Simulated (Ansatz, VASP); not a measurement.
## C in VASP and in Ansatz

```
CELL_PARAMETERS angstrom
0.00000 1.78000 1.78000
1.78000 0.00000 1.78000
1.78000 1.78000 0.00000
ATOMIC_POSITIONS crystal
C 0.00000 0.00000 0.00000
C 0.25000 0.25000 0.25000
```

Alike in both runs: task relaxation of cell and atoms; functional PBE; dispersion D3(BJ); k mesh 12 × 12 × 12; occupations gaussian, width 0.02 eV; no spin polarisation.

|  | VASP | Ansatz |
| --- | --- | --- |
| version | VASP 6.6.1 | Ansatz 0.2.0 |
| potentials or method | VASP PAW PBE potentials, release 64 (C), cutoff 600 eV | scalar-relativistic, plane waves, PAW |
| valence electrons in the cell | 8 | 8 |

|  | VASP | Ansatz | Ansatz less VASP |
| --- | --- | --- | --- |
| gap on the k mesh at the Fermi level, each at its own relaxed structure (eV) | 4.17 | 4.18 | +0.007 |
| relaxed volume (Å³/atom) | 5.63 | 5.63 | 0.000 |
| relaxed cell length with the largest relative difference (Å) | 2.515 | 2.515 | 0.0000 |
